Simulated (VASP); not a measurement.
# Ni in VASP: single point with PBEsol

Aim: the single point of Ni with PBEsol.

All numbers are computed with VASP 6.6.1; they aren't measurements. Logs are shortened: lines on timing, memory, paths and dates and some standing lists are left out, and cuts for length are marked.

**1. The cell of the first run**

The cell holds a slab with vacuum, 6 atoms: a = 2.500 Å, b = 2.500 Å, c = 25.207 Å, α = 90.00°, β = 90.00°, γ = 120.00°.

**2. Single point, PBEsol, collinear spin, ferromagnetic start**

File INCAR:

```
SYSTEM = Ni
  ALGO = Normal
  EDIFF = 1E-7
  ENCUT = 520
  GGA = PS
  ISIF = 2
  ISMEAR = -1
  ISPIN = 2
  LASPH = .True.
  LCHARG = .True.
  LELF = .True.
  LMAXMIX = 4
  LORBIT = 11
  LREAL = .False.
  LVHAR = .True.
  LWAVE = .False.
  MAGMOM = 1 1 1 1 1 1
  NBANDS = 43
  NELM = 150
  PREC = Accurate
  SIGMA = 0.05
```

File KPOINTS:

```
k-points
0
Gamma
  12 12 1
  0 0 0
```

File POSCAR:

```
Ni
1.0
    2.5002588676      0.0000000000      0.0000000000
   -1.2501294338      2.1652876954      0.0000000000
    0.0000000000      0.0000000000     25.2072640841
Ni
6
Direct
    0.6666666667      0.3333333333      0.2975332815
    0.3333333333      0.6666666667      0.3785199689
    0.0000000000      0.0000000000      0.4595066563
    0.6666666667      0.3333333333      0.5404933437
    0.3333333333      0.6666666667      0.6214800311
    0.0000000000      0.0000000000      0.7024667185
```

Potentials or basis: VASP PAW PBE potentials, release 64 (Ni).

The run is started by

```
> cat potpaw_PBE.64/Ni/POTCAR > POTCAR
> mpirun -np 1 vasp_std > vasp.out
```

OUTCAR:

```text
SYSTEM = Ni
   EDIFF = 1E-7
   ENCUT = 520
   GGA = PS
   ISIF = 2
   ISMEAR = -1
   ISPIN = 2
   LASPH = .True.
   LORBIT = 11
   LREAL = .False.
   NELM = 150
   PREC = Accurate

 ion  position               nearest neighbor table
   1  0.667  0.333  0.298-   2 2.50   2 2.50   2 2.50
   2  0.333  0.667  0.379-   3 2.50   1 2.50   1 2.50   3 2.50   3 2.50   1 2.50
   3  0.000  0.000  0.460-   2 2.50   4 2.50   4 2.50   2 2.50   4 2.50   2 2.50
   4  0.667  0.333  0.540-   5 2.50   3 2.50   5 2.50   3 2.50   3 2.50   5 2.50
   5  0.333  0.667  0.621-   6 2.50   4 2.50   4 2.50   6 2.50   6 2.50   4 2.50
   6  0.000  0.000  0.702-   5 2.50   5 2.50   5 2.50

  LATTYP: Found a hexagonal cell.
 ALAT       =     2.5002588676
 C/A-ratio  =    10.0818616867

  Lattice vectors:

 A1 = (   2.5002588676,   0.0000000000,   0.0000000000)
 A2 = (  -1.2501294338,   2.1652876954,   0.0000000000)
 A3 = (   0.0000000000,   0.0000000000,  25.2072640841)

Analysis of symmetry for initial positions (statically):
=====================================================================
 Subroutine PRICEL returns:
 Original cell was already a primitive cell.

 Routine SETGRP: Setting up the symmetry group for a
 hexagonal supercell.

 Subroutine GETGRP returns: Found 12 space group operations
 (whereof  6 operations were pure point group operations)
 out of a pool of 24 trial point group operations.

The static configuration has the point symmetry C_3v.
 The point group associated with its full space group is D_3d.

Analysis of symmetry for dynamics (positions and initial velocities):
=====================================================================
 Subroutine PRICEL returns:
 Original cell was already a primitive cell.

 Routine SETGRP: Setting up the symmetry group for a
 hexagonal supercell.

 Subroutine GETGRP returns: Found 12 space group operations
 (whereof  6 operations were pure point group operations)
 out of a pool of 24 trial point group operations.

The dynamic configuration has the point symmetry C_3v.
 The point group associated with its full space group is D_3d.

Analysis of structural, dynamic, and magnetic symmetry:
=====================================================================
 Subroutine PRICEL returns:
 Original cell was already a primitive cell.

 Routine SETGRP: Setting up the symmetry group for a
 hexagonal supercell.

 Subroutine GETGRP returns: Found 12 space group operations
 (whereof  6 operations were pure point group operations)
 out of a pool of 24 trial point group operations.

The overall configuration has the point symmetry C_3v.
 The point group associated with its full space group is D_3d.

 Subroutine INISYM returns: Found 12 space group operations
 (whereof  6 operations are pure point group operations),
 and found     1 'primitive' translations

----------------------------------------------------------------------------------------

                                     Primitive cell

  volume of cell :     136.4666

  direct lattice vectors                    reciprocal lattice vectors
     2.500258868  0.000000000  0.000000000     0.399958585  0.230916197  0.000000000
    -1.250129434  2.165287695  0.000000000     0.000000000  0.461832394  0.000000000
     0.000000000  0.000000000 25.207264084     0.000000000  0.000000000  0.039671104

  length of vectors
     2.500258868  2.500258868 25.207264084     0.461832394  0.461832394  0.039671104

  position of ions in fractional coordinates (direct lattice)
     0.666666667  0.333333333  0.297533282
     0.333333333  0.666666667  0.378519969
     0.000000000  0.000000000  0.459506656
     0.666666667  0.333333333  0.540493344
     0.333333333  0.666666667  0.621480031
     0.000000000  0.000000000  0.702466718

  ion indices of the primitive-cell ions
   primitive index   ion index
                 1           1
                 2           2
                 3           3
                 4           4
                 5           5
                 6           6

----------------------------------------------------------------------------------------

 KPOINTS: k-points

Automatic generation of k-mesh.
 Grid dimensions read from file:
 generate k-points for:   12   12    1

 Generating k-lattice:

  Cartesian coordinates                     Fractional coordinates (reciprocal lattice)
     0.033329882  0.019243016  0.000000000     0.083333333  0.000000000  0.000000000
     0.000000000  0.038486033  0.000000000     0.000000000  0.083333333  0.000000000
     0.000000000  0.000000000  0.039671104     0.000000000  0.000000000  1.000000000

  Length of vectors
     0.038486033  0.038486033  0.039671104

  Shift w.r.t. Gamma in fractional coordinates (k-lattice)
     0.000000000  0.000000000  0.000000000

 Subroutine IBZKPT returns following result:
 ===========================================

 Found     19 irreducible k-points:

 Following reciprocal coordinates:
            Coordinates               Weight
  0.000000  0.000000  0.000000      1.000000
  0.083333 -0.000000  0.000000      6.000000
  0.166667  0.000000  0.000000      6.000000
  0.250000  0.000000  0.000000      6.000000
  0.333333  0.000000  0.000000      6.000000
  0.416667  0.000000  0.000000      6.000000
[... 11 lines left out ...]
  0.333333  0.250000  0.000000     12.000000
  0.333333  0.333333  0.000000      2.000000
   k-points           NKPTS =     19   k-points in BZ     NKDIM =     19   number of bands    NBANDS=     43
   number of dos      NEDOS =    301   number of ions     NIONS =      6
   total plane-waves  NPLWV =  76800
   dimension x,y,z NGX =    20 NGY =   20 NGZ =  192
   dimension x,y,z NGXF=    40 NGYF=   40 NGZF=  384
   ions per type =               6
   NGX,Y,Z   is equivalent  to a cutoff of  13.30, 13.30, 12.66 a.u.
   NGXF,Y,Z  is equivalent  to a cutoff of  26.60, 26.60, 25.33 a.u.
 SYSTEM =  Ni
   PREC   = accura    normal or accurate (medium, high low for compatibility)
   ISTART =      0    job   : 0-new  1-cont  2-samecut
   ICHARG =      2    charge: 1-file 2-atom 10-const
   ISPIN  =      2    spin polarized calculation?
   LNONCOLLINEAR =      F non collinear calculations
   LSORBIT =      F    spin-orbit coupling
   LASPH  =      T    aspherical Exc in radial PAW
   ENCUT  =  520.0 eV  38.22 Ry    6.18 a.u.   4.65  4.65 46.87*2*pi/ulx,y,z
   NELM   =    150;   NELMIN=  2; NELMDL= -5     # of ELM steps
   EDIFF  = 0.1E-06   stopping-criterion for ELM
   LREAL  =      F    real-space projection
   EDIFFG = 0.1E-05   stopping-criterion for IOM
   NSW    =      0    number of steps for IOM
   IBRION =     -1    ionic relax: 0-MD 1-quasi-New 2-CG
   NFREE  =      0    steps in history (QN), initial steepest desc. (CG)
   ISIF   =      2    stress and relaxation
   ISYM   =      2    0-nonsym 1-usesym 2-fastsym
   POTIM  = 0.5000    time-step for ionic-motion
   TEBEG  =    0.0;   TEEND  =   0.0 temperature during run
   PSTRESS=    0.0 pullay stress
   NELECT =      60.0000    total number of electrons
   NUPDOWN=      -1.0000    fix difference up-down
   EMIN   =  10.00;   EMAX   =-10.00  energy-range for DOS
   EFERMI =   0.00;   METHOD = LEGACY
   ISMEAR =    -1;   SIGMA  =   0.05  broadening in eV -4-tet -1-fermi 0-gaus
   EFERMI_NEDOS =   21; number of points for ismear=-14 and -15
   IALGO  =     38    algorithm
   IMIX   =      4    mixing-type and parameters
     AMIX     =   0.40;   BMIX     =  1.00
     AMIX_MAG =   1.60;   BMIX_MAG =  1.00
  volume/ion in A,a.u.               =      22.74       153.49
  Fermi-wavevector in a.u.,A,eV,Ry     =   1.244848  2.352422 21.084236  1.549648
  Thomas-Fermi vector in A             =   2.379097
   LORBIT       =     11    0 simple, 1 ext, 2 COOP (PROOUT), +10 PAW based schemes
   GGA     = PS    functional components
   LHFCALC =     F    Hartree Fock is set to
   AEXX    =    0.0000 exact exchange contribution
   IVDW    =     0    specifies the selected vdW correction
   LEPSILON=     F    determine dielectric tensor
   LRPA    =     F    only Hartree local field effects (RPA)
 spin polarized calculation
  energy-cutoff  :      520.00
  volume of cell :      136.47
 maximum number of plane-waves:      3705
 NGX is ok and might be reduce to    20
   NGX =  9   NGY =  9   NGZ = 93

 number of electron      60.0000016 magnetization       3.8991382

 Free energy of the ion-electron system (eV)
  ---------------------------------------------------
  ext. energy  EPLUGINS =         0.00000000
  ---------------------------------------------------
  free energy    TOTEN  =       -35.11024795 eV

  energy without entropy =      -35.00982134  energy(sigma->0) =      -35.06003465

 E-fermi :   1.7690     XC(G=0):  -7.2103

 val. band max:        1.7689805106   @ k =   0.4167   0.1667   0.0000
 cond. band min:       1.7833084542   @ k =   0.4167   0.0000   0.0000
 fundamental gap:      0.0143279436
 Fermi energy:         1.7690198725

 spin component 1

 k-point     1 :       0.0000    0.0000    0.0000
  band No.  band energies     occupation
      1      -6.9590      1.00000
      2      -6.2798      1.00000
      3      -5.2510      1.00000
      4      -4.0937      1.00000
      5      -3.2594      1.00000
      6      -3.0238      1.00000
[... 34 lines left out ...]
     41       8.3529      0.00000
     42       9.9622      0.00000

 k-point     2 :       0.0833   -0.0000    0.0000
  band No.  band energies     occupation
      1      -6.7228      1.00000
      2      -6.0500      1.00000
      3      -5.0317      1.00000
      4      -3.8884      1.00000
      5      -3.0743      1.00000
      6      -2.8631      1.00000
[... 754 lines left out ...]
     41       9.9151      0.00000
     42      10.5276      0.00000

 k-point    19 :       0.3333    0.3333    0.0000
  band No.  band energies     occupation
      1      -1.8244      1.00000
      2      -1.8244      1.00000
      3      -1.7883      1.00000
      4      -1.6883      1.00000
      5      -1.6559      1.00000
      6      -1.6559      1.00000
[... 34 lines left out ...]
     41       9.4705      0.00000
     42       9.4705      0.00000
 Fermi energy:         1.7690198725

 spin component 2

 k-point     1 :       0.0000    0.0000    0.0000
  band No.  band energies     occupation
      1      -6.9787      1.00000
      2      -6.2980      1.00000
      3      -5.2603      1.00000
      4      -4.0466      1.00000
      5      -3.0395      1.00000
      6      -2.6386      1.00000
[... 34 lines left out ...]
     41       8.5515      0.00000
     42      10.0353      0.00000

 k-point     2 :       0.0833   -0.0000    0.0000
  band No.  band energies     occupation
      1      -6.7422      1.00000
      2      -6.0674      1.00000
      3      -5.0395      1.00000
      4      -3.8381      1.00000
      5      -2.8458      1.00000
      6      -2.4666      1.00000
[... 754 lines left out ...]
     41      10.1052      0.00000
     42      10.7105      0.00000

 k-point    19 :       0.3333    0.3333    0.0000
  band No.  band energies     occupation
      1      -1.2571      1.00000
      2      -1.2571      1.00000
      3      -1.2523      1.00000
      4      -1.2290      1.00000
      5      -1.2290      1.00000
      6      -1.2161      1.00000
[... 34 lines left out ...]
     41       9.6644      0.00000
     42       9.6644      0.00000
 [bands above 42 left out]

------------------------ aborting loop because EDIFF is reached ----------------------------------------

  FORCE on cell =-STRESS in cart. coord.  units (eV):
  Direction    XX          YY          ZZ          XY          YZ          ZX
  --------------------------------------------------------------------------------------
  -------------------------------------------------------------------------------------
  Total       -6.4850887     -6.4850887     -4.9821594      0.0000000     -0.0000000     -0.0000000
  in kB      -76.1377796    -76.1377796    -58.4927316      0.0000000     -0.0000000     -0.0000000
  external PRESSURE =     -70.2560970 kB  Pullay stress =       0.0000000 kB

 VOLUME and BASIS-vectors are now :
 -----------------------------------------------------------------------------
  energy-cutoff  :      520.00
  volume of cell :      136.47
      direct lattice vectors                 reciprocal lattice vectors
     2.500258868  0.000000000  0.000000000     0.399958585  0.230916197  0.000000000
    -1.250129434  2.165287695  0.000000000     0.000000000  0.461832394  0.000000000
     0.000000000  0.000000000 25.207264084     0.000000000  0.000000000  0.039671104

 POSITION                                       TOTAL-FORCE (eV/Angst)
 -----------------------------------------------------------------------------------
      1.25013      0.72176      7.50000         0.000000      0.000000      0.565419
     -0.00000      1.44353      9.54145        -0.000000      0.000000     -0.116684
      0.00000      0.00000     11.58291        -0.000000      0.000000     -0.031230
      1.25013      0.72176     13.62436         0.000000     -0.000000      0.031230
     -0.00000      1.44353     15.66581         0.000000     -0.000000      0.116684
      0.00000      0.00000     17.70726         0.000000     -0.000000     -0.565419
 -----------------------------------------------------------------------------------
    total drift:                                0.000000     -0.000000      0.000288

  FREE ENERGIE OF THE ION-ELECTRON SYSTEM (eV)
  ---------------------------------------------------
  free  energy   TOTEN  =       -35.1102479525 eV

  energy  without entropy=      -35.0098213434  energy(sigma->0) =      -35.06003465

 total charge

# of ion       s       p       d       tot
------------------------------------------
    1        0.484   0.373   8.299   9.156
    2        0.490   0.486   8.302   9.277
    3        0.494   0.488   8.303   9.285
    4        0.494   0.488   8.303   9.285
    5        0.490   0.486   8.302   9.277
    6        0.484   0.373   8.299   9.156
--------------------------------------------------
tot          2.936   2.694  49.806  55.436

 magnetization (x)

# of ion       s       p       d       tot
------------------------------------------
    1       -0.008  -0.025   0.694   0.661
    2       -0.007  -0.025   0.720   0.688
    3       -0.007  -0.026   0.681   0.649
    4       -0.007  -0.026   0.681   0.649
    5       -0.007  -0.025   0.720   0.688
    6       -0.008  -0.025   0.694   0.661
--------------------------------------------------
tot         -0.043  -0.153   4.190   3.994
```

Wall time 6.1 min (1 thread of AMD EPYC 9R45 (Zen 5), shared host); peak memory 0.36 GiB.

What came out:

* Free energy: -35.1102 eV
* Largest force: 0.565 eV/Å
* Net moment: 3.90 μB per cell
* Site moments: Ni +0.66, +0.69, +0.65 (each value once) μB
* Valence electrons inside the program's atomic spheres: Ni 9.16, 9.28, 9.29 (each value once)

Forces on the atoms (eV/Å):
```
Ni   0.000  0.000  0.565
Ni   0.000  0.000 -0.117
Ni   0.000  0.000 -0.031
Ni   0.000  0.000  0.031
Ni   0.000  0.000  0.117
Ni   0.000  0.000 -0.565
```

Caveat: the PAW data sets were made with another functional, which shifts forces and pressure a little.
